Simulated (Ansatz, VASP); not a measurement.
# Ti2O in VASP and in Ansatz

```
Ti O
1.0
     2.91940    0.00000    0.00000
    -1.45970    2.52827    0.00000
     0.00000    0.00000    4.71300
Ti O
2 1
Direct
  0.66667 0.33333 0.27874
  0.33333 0.66667 0.72126
  0.00000 0.00000 0.00000
```

Alike in both runs: task single point; functional r2SCAN; k mesh 3 × 3 × 2; occupations gaussian, width 0.1 eV; no spin polarisation.

|  | VASP | Ansatz |
| --- | --- | --- |
| version | VASP 6.6.1 | Ansatz 0.2.0 |
| potentials or method | VASP PAW PBE potentials, release 64 (Ti_sv, O), cutoff 660 eV | scalar-relativistic, plane waves, PAW |
| valence electrons in the cell | 30 | 30 |

|  | VASP | Ansatz | Ansatz less VASP |
| --- | --- | --- | --- |
| gap on the k mesh at the Fermi level (eV) | none | none | - |
| pressure (GPa) | 11.2 | 10.1 | -1.04 |
| traceless stress, the component that is largest in VASP (GPa) | 6.74 | 6.62 | -0.120 |
| rms of the force components (eV/Å) | 0.526 | 0.545 | +0.0193 |

VASP's potentials were made for PBE, not for r2SCAN. Atom by atom the forces differ by 0.019 eV/Å (rms over components). A gap of «none» marks a metal or a gap that the smearing closes.

The k mesh is coarse, so the values compare programs but aren't converged.
